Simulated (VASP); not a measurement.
# AlCu3 (Pm-3m) in VASP: a series of runs

The runs below take AlCu3 through single point, with PBEsol.

Everything below comes from runs of VASP 6.6.1. Logs are shortened: lines on timing, memory, paths and dates and some standing lists are left out, and cuts for length are marked.

### Step 1. The cell of the first run

Symmetry: Pm-3m, No. 221, cubic system. The conventional cell has a = 3.632 Å, b = 3.632 Å, c = 3.632 Å, α = 90.00°, β = 90.00°, γ = 90.00°. Within 3.4 Å of Al (site symmetry m-3m) lie 12 Cu at 2.57 Å. Within 3.4 Å of Cu (site symmetry 4/mmm) lie 4 Al at 2.57 Å and 8 Cu at 2.57 Å.

### Step 2. Single point, PBEsol

POSCAR

```
AlCu3
1.0
    3.6318704028      0.0000000000      0.0000000000
    0.0000000000      3.6318704028      0.0000000000
    0.0000000000      0.0000000000      3.6318704028
Al Cu
1 3
Direct
    0.0000000000      0.0000000000      0.0000000000
    0.5000000000      0.5000000000      0.0000000000
    0.5000000000      0.0000000000      0.5000000000
    0.0000000000      0.5000000000      0.5000000000
```

INCAR.step1

```
SYSTEM = AlCu3
ALGO     = Normal         ! electronic algorithm
EDIFF    = 1E-7           ! SCF threshold, eV
ENCUT    = 520            ! plane-wave cutoff, eV
GGA      = PS             ! functional
ISIF     = 2              ! what is computed and relaxed
ISMEAR   = 0              ! smearing method
LASPH    = .TRUE.         ! aspherical terms in the spheres
LCHARG   = .TRUE.         ! write CHGCAR
LMAXMIX  = 4              ! l up to which the mixer works
LREAL    = .FALSE.        ! projectors in reciprocal space
LWAVE    = .FALSE.        ! write WAVECAR
NBANDS   = 26             ! bands
NELM     = 60             ! most SCF steps
PREC     = Accurate       ! precision mode
SIGMA    = 0.1            ! smearing width, eV
```

KPOINTS.step1

```
k-points
0
G
  12 12 12
  0 0 0
```

INCAR.step2

```
SYSTEM = AlCu3
ALGO     = Normal         ! electronic algorithm
EDIFF    = 1E-7           ! SCF threshold, eV
ENCUT    = 520            ! plane-wave cutoff, eV
GGA      = PS             ! functional
ICHARG   = 11             ! starting density
ISIF     = 2              ! what is computed and relaxed
ISMEAR   = -5             ! smearing method
LASPH    = .TRUE.         ! aspherical terms in the spheres
LCHARG   = .FALSE.        ! write CHGCAR
LMAXMIX  = 4              ! l up to which the mixer works
LORBIT   = 11             ! projections on sites
LREAL    = .FALSE.        ! projectors in reciprocal space
LWAVE    = .FALSE.        ! write WAVECAR
NEDOS    = 1001           ! points of the DOS
NELM     = 60             ! most SCF steps
PREC     = Accurate       ! precision mode
SIGMA    = 0.1            ! smearing width, eV
```

KPOINTS.step2

```
k-points
0
G
  18 18 18
  0 0 0
```

Potentials or basis: VASP PAW PBE potentials, release 64 (Al, Cu).

The run is started by

```console
> cat potpaw_PBE.64/Al/POTCAR potpaw_PBE.64/Cu/POTCAR > POTCAR
> cp INCAR.step1 INCAR
> cp KPOINTS.step1 KPOINTS
> mpirun -np 1 vasp_std > vasp.out
> cp INCAR.step2 INCAR
> cp KPOINTS.step2 KPOINTS
> mpirun -np 1 vasp_std > vasp.out
```

OUTCAR:

```text
SYSTEM = AlCu3
   EDIFF = 1E-7
   ENCUT = 520
   GGA = PS
   ICHARG = 11
   ISIF = 2
   ISMEAR = -5
   LASPH = .TRUE.
   LORBIT = 11
   LREAL = .FALSE.
   NELM = 60
   PREC = Accurate

 ion  position               nearest neighbor table
   1  0.000  0.000  0.000-   2 2.57   3 2.57   4 2.57   3 2.57   4 2.57   2 2.57   4 2.57   4 2.57
                             2 2.57   3 2.57   3 2.57   2 2.57
   2  0.500  0.500  0.000-   1 2.57   3 2.57   4 2.57   3 2.57   4 2.57   1 2.57   3 2.57   3 2.57
                             1 2.57   4 2.57   4 2.57   1 2.57
   3  0.500  0.000  0.500-   1 2.57   2 2.57   4 2.57   1 2.57   2 2.57   2 2.57   4 2.57   2 2.57
                             1 2.57   4 2.57   1 2.57   4 2.57
   4  0.000  0.500  0.500-   1 2.57   2 2.57   3 2.57   1 2.57   2 2.57   1 2.57   3 2.57   1 2.57
                             2 2.57   3 2.57   2 2.57   3 2.57

  LATTYP: Found a simple cubic cell.
 ALAT       =     3.6318704028

  Lattice vectors:

 A1 = (   3.6318704028,   0.0000000000,   0.0000000000)
 A2 = (   0.0000000000,   3.6318704028,   0.0000000000)
 A3 = (   0.0000000000,   0.0000000000,   3.6318704028)

Analysis of symmetry for initial positions (statically):
=====================================================================
 Subroutine PRICEL returns:
 Original cell was already a primitive cell.

 Routine SETGRP: Setting up the symmetry group for a
 simple cubic supercell.

 Subroutine GETGRP returns: Found 48 space group operations
 (whereof 48 operations were pure point group operations)
 out of a pool of 48 trial point group operations.

The static configuration has the point symmetry O_h .

Analysis of symmetry for dynamics (positions and initial velocities):
=====================================================================
 Subroutine PRICEL returns:
 Original cell was already a primitive cell.

 Routine SETGRP: Setting up the symmetry group for a
 simple cubic supercell.

 Subroutine GETGRP returns: Found 48 space group operations
 (whereof 48 operations were pure point group operations)
 out of a pool of 48 trial point group operations.

The dynamic configuration has the point symmetry O_h .

 Subroutine INISYM returns: Found 48 space group operations
 (whereof 48 operations are pure point group operations),
 and found     1 'primitive' translations

----------------------------------------------------------------------------------------

                                     Primitive cell

  volume of cell :      47.9061

  direct lattice vectors                    reciprocal lattice vectors
     3.631870403  0.000000000  0.000000000     0.275340221  0.000000000  0.000000000
     0.000000000  3.631870403  0.000000000     0.000000000  0.275340221  0.000000000
     0.000000000  0.000000000  3.631870403     0.000000000  0.000000000  0.275340221

  length of vectors
     3.631870403  3.631870403  3.631870403     0.275340221  0.275340221  0.275340221

  position of ions in fractional coordinates (direct lattice)
     0.000000000  0.000000000  0.000000000
     0.500000000  0.500000000  0.000000000
     0.500000000  0.000000000  0.500000000
     0.000000000  0.500000000  0.500000000

  ion indices of the primitive-cell ions
   primitive index   ion index
                 1           1
                 2           2
                 3           3
                 4           4

----------------------------------------------------------------------------------------

 KPOINTS: k-points

Automatic generation of k-mesh.
 Grid dimensions read from file:
 generate k-points for:   18   18   18

 Generating k-lattice:

  Cartesian coordinates                     Fractional coordinates (reciprocal lattice)
     0.015296679  0.000000000  0.000000000     0.055555556  0.000000000  0.000000000
     0.000000000  0.015296679  0.000000000     0.000000000  0.055555556  0.000000000
     0.000000000  0.000000000  0.015296679     0.000000000  0.000000000  0.055555556

  Length of vectors
     0.015296679  0.015296679  0.015296679

  Shift w.r.t. Gamma in fractional coordinates (k-lattice)
     0.000000000  0.000000000  0.000000000

 TETIRR: Found   2900 inequivalent tetrahedra from    34992

 Subroutine IBZKPT returns following result:
 ===========================================

 Found    220 irreducible k-points:

 Following reciprocal coordinates:
            Coordinates               Weight
  0.000000  0.000000  0.000000      1.000000
  0.055556  0.000000  0.000000      6.000000
  0.111111  0.000000  0.000000      6.000000
  0.166667  0.000000  0.000000      6.000000
  0.222222  0.000000  0.000000      6.000000
  0.277778  0.000000  0.000000      6.000000
[... 16 lines left out ...]
  0.277778  0.111111  0.000000     24.000000
  0.333333  0.111111  0.000000     24.000000
 [... further k-points ...]
   k-points           NKPTS =    220   k-points in BZ     NKDIM =    220   number of bands    NBANDS=     22
   number of dos      NEDOS =   1001   number of ions     NIONS =      4
   total plane-waves  NPLWV =  21952
   dimension x,y,z NGX =    28 NGY =   28 NGZ =   28
   dimension x,y,z NGXF=    56 NGYF=   56 NGZF=   56
   ions per type =               1   3
   NGX,Y,Z   is equivalent  to a cutoff of  12.82, 12.82, 12.82 a.u.
   NGXF,Y,Z  is equivalent  to a cutoff of  25.63, 25.63, 25.63 a.u.
 SYSTEM =  AlCu3
   PREC   = accura    normal or accurate (medium, high low for compatibility)
   ISTART =      0    job   : 0-new  1-cont  2-samecut
   ICHARG =     11    charge: 1-file 2-atom 10-const
   ISPIN  =      1    spin polarized calculation?
   LNONCOLLINEAR =      F non collinear calculations
   LSORBIT =      F    spin-orbit coupling
   LASPH  =      T    aspherical Exc in radial PAW
   ENCUT  =  520.0 eV  38.22 Ry    6.18 a.u.   6.75  6.75  6.75*2*pi/ulx,y,z
   NELM   =     60;   NELMIN=  2; NELMDL=  0     # of ELM steps
   EDIFF  = 0.1E-06   stopping-criterion for ELM
   LREAL  =      F    real-space projection
   EDIFFG = 0.1E-05   stopping-criterion for IOM
   NSW    =      0    number of steps for IOM
   IBRION =     -1    ionic relax: 0-MD 1-quasi-New 2-CG
   NFREE  =      0    steps in history (QN), initial steepest desc. (CG)
   ISIF   =      2    stress and relaxation
   ISYM   =      2    0-nonsym 1-usesym 2-fastsym
   POTIM  = 0.5000    time-step for ionic-motion
   TEBEG  =    0.0;   TEEND  =   0.0 temperature during run
   PSTRESS=    0.0 pullay stress
   NELECT =      36.0000    total number of electrons
   NUPDOWN=      -1.0000    fix difference up-down
   EMIN   =  10.00;   EMAX   =-10.00  energy-range for DOS
   EFERMI =   0.00;   METHOD = LEGACY
   ISMEAR =    -5;   SIGMA  =   0.10  broadening in eV -4-tet -1-fermi 0-gaus
   EFERMI_NEDOS =   21; number of points for ismear=-14 and -15
   IALGO  =     38    algorithm
   IMIX   =      4    mixing-type and parameters
     AMIX     =   0.40;   BMIX     =  1.00
     AMIX_MAG =   1.60;   BMIX_MAG =  1.00
  volume/ion in A,a.u.               =      11.98        80.82
  Fermi-wavevector in a.u.,A,eV,Ry     =   1.488374  2.812618 30.140391  2.215256
  Thomas-Fermi vector in A             =   2.601416
   LORBIT       =     11    0 simple, 1 ext, 2 COOP (PROOUT), +10 PAW based schemes
   GGA     = PS    functional components
   LHFCALC =     F    Hartree Fock is set to
   AEXX    =    0.0000 exact exchange contribution
   IVDW    =     0    specifies the selected vdW correction
   LEPSILON=     F    determine dielectric tensor
   LRPA    =     F    only Hartree local field effects (RPA)
 non-spin polarized calculation
 Fermi weights with tetrahedron method with Bloechl corrections
  energy-cutoff  :      520.00
  volume of cell :       47.91
 maximum number of plane-waves:      1328
 NGX is ok and might be reduce to    28

 number of electron      35.9999975 magnetization

 Free energy of the ion-electron system (eV)
  ---------------------------------------------------
  ext. energy  EPLUGINS =         0.00000000
  ---------------------------------------------------
  free energy    TOTEN  =       -17.77368750 eV

  energy without entropy =      -17.77368750  energy(sigma->0) =      -17.77368750

 E-fermi :   8.6440     XC(G=0): -12.5016

 val. band max:        8.7217990379   @ k =   0.5000   0.2778   0.1111
 cond. band min:       8.5296409762   @ k =   0.3333   0.2222   0.2222
 fundamental gap:     -0.1921580617
 Fermi energy:         8.6440034310

 k-point     1 :       0.0000    0.0000    0.0000
  band No.  band energies     occupation
      1      -2.0960      2.00000
      2       3.1941      2.00000
      3       3.7659      2.00000
      4       3.7659      2.00000
      5       4.0380      2.00000
      6       4.0380      2.00000
[... 14 lines left out ...]
     21      13.0311      0.00000
     22      13.7545      0.00000

 k-point     2 :       0.0556    0.0000    0.0000
  band No.  band energies     occupation
      1      -2.0599      2.00000
      2       3.2045      2.00000
      3       3.7505      2.00000
      4       3.7853      2.00000
      5       4.0433      2.00000
      6       4.0433      2.00000
[... 14 lines left out ...]
     21      13.2079      0.00000
     22      13.8881      0.00000

 k-point     3 :       0.1111    0.0000    0.0000
  band No.  band energies     occupation
      1      -1.9520      2.00000
      2       3.2302      2.00000
      3       3.7029      2.00000
      4       3.8425      2.00000
      5       4.0588      2.00000
      6       4.0588      2.00000
[... 14 lines left out ...]
     21      13.4409      0.00000
     22      14.4595      0.00000
[... 476 lines left out ...]
 k-point    23 :       0.2778    0.1111    0.0000
  band No.  band energies     occupation
      1      -1.0714      2.00000
      2       2.9390      2.00000
      3       3.6588      2.00000
      4       4.1116      2.00000
      5       4.1134      2.00000
      6       4.2057      2.00000
[... 14 lines left out ...]
     21      14.3033      0.00000
     22      14.8653      0.00000

 k-point    24 :       0.3333    0.1111    0.0000
  band No.  band energies     occupation
      1      -0.6964      2.00000
      2       2.5037      2.00000
      3       3.7483      2.00000
      4       4.1510      2.00000
      5       4.1530      2.00000
      6       4.3364      2.00000
[... 14 lines left out ...]
     21      13.9564      0.00000
     22      15.0338      0.00000

 [... further k-points ...]

------------------------ aborting loop because EDIFF is reached ----------------------------------------

  FORCE on cell =-STRESS in cart. coord.  units (eV):
  Direction    XX          YY          ZZ          XY          YZ          ZX
  --------------------------------------------------------------------------------------
  -------------------------------------------------------------------------------------
  Total       -0.0736820     -0.0736820     -0.0736820      0.0000000      0.0000000     -0.0000000
  in kB       -2.4642294     -2.4642294     -2.4642294      0.0000000      0.0000000     -0.0000000
  external PRESSURE =      -2.4642294 kB  Pullay stress =       0.0000000 kB

 VOLUME and BASIS-vectors are now :
 -----------------------------------------------------------------------------
  energy-cutoff  :      520.00
  volume of cell :       47.91
      direct lattice vectors                 reciprocal lattice vectors
     3.631870403  0.000000000  0.000000000     0.275340221  0.000000000  0.000000000
     0.000000000  3.631870403  0.000000000     0.000000000  0.275340221  0.000000000
     0.000000000  0.000000000  3.631870403     0.000000000  0.000000000  0.275340221

 POSITION                                       TOTAL-FORCE (eV/Angst)
 -----------------------------------------------------------------------------------
      0.00000      0.00000      0.00000         0.000000      0.000000      0.000000
      1.81594      1.81594      0.00000         0.000000      0.000000      0.000000
      1.81594      0.00000      1.81594         0.000000      0.000000      0.000000
      0.00000      1.81594      1.81594         0.000000      0.000000      0.000000
 -----------------------------------------------------------------------------------
    total drift:                                0.000000      0.000000      0.000000

  FREE ENERGIE OF THE ION-ELECTRON SYSTEM (eV)
  ---------------------------------------------------
  free  energy   TOTEN  =       -17.7736874992 eV

  energy  without entropy=      -17.7736874992  energy(sigma->0) =      -17.77368750

 total charge

# of ion       s       p       d       tot
------------------------------------------
    1        0.394   0.394   0.000   0.789
    2        0.464   0.456   9.156  10.076
    3        0.464   0.456   9.156  10.076
    4        0.464   0.456   9.156  10.076
--------------------------------------------------
tot          1.787   1.763  27.467  31.017
```

Wall time 2.3 min (1 thread of Intel Xeon Platinum 8488C (Sapphire Rapids), shared host); peak memory 0.3 GiB.

What came out:

* Valence electrons inside the program's atomic spheres: Al 0.79; Cu 10.08

Caveat: the PAW data sets were made with another functional, which shifts forces and pressure a little; tetrahedron occupations give inexact forces and stress in metals.

[end of part 1 of 2]
